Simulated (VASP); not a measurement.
Write the native input for VASP 6.6.1 that does the following.

```yaml
Task: single point
Functional: PBE
Potentials_or_basis: VASP PAW PBE potentials, release 64 (Nb_sv)
Cutoff: 520 eV
k_mesh: 16 × 16 × 16
Occupations: fermi-dirac, width 0.1 eV
Spin: no spin polarisation
Dipole_correction: no
Further_INCAR_settings: ALGO = Normal; EDIFF = 1e-07; NBANDS = 12
```

The structure of Nb lies in POSCAR:

```
Nb
1.0
    2.5055859325      0.0000000000      0.0000000000
    0.0000000000      2.5055859325      0.0000000000
    0.0000000000      0.0000000000      2.5055859325
Nb
1
Direct
    0.0000000000      0.0000000000      0.0000000000
```

This cell differs from its parent crystal: volume scaled by 0.78.

The input as run:

INCAR

```
ALGO     = Normal         # electronic algorithm
EDIFF    = 1E-7           # SCF threshold, eV
ENCUT    = 520            # plane-wave cutoff, eV
GGA      = PE             # functional
ISIF     = 2              # what is computed and relaxed
ISMEAR   = -1             # smearing method
LASPH    = T              # aspherical terms in the spheres
LCHARG   = T              # write CHGCAR
LELF     = T              # ELF
LREAL    = F              # projectors in reciprocal space
LVHAR    = T            
LWAVE    = F              # write WAVECAR
NBANDS   = 12             # bands
NELM     = 80             # most SCF steps
PREC     = Accurate       # precision mode
SIGMA    = 0.1            # smearing width, eV
```

KPOINTS

```
k-points
0
Gamma
  16 16 16
```

Potentials or basis: VASP PAW PBE potentials, release 64 (Nb_sv).

The run is started by

```console
$ cat potpaw_PBE.64/Nb_sv/POTCAR > POTCAR
$ mpirun -np 1 vasp_std > vasp.out
```

Results of the run:

```
Pressure : 51.4 GPa
```

It took 25 s on 1 thread of Intel(R) Xeon(R) Platinum 8259CL CPU @ 2.50GHz (Skylake/Cascade Lake) (shared host), peak memory 0.15 GiB.
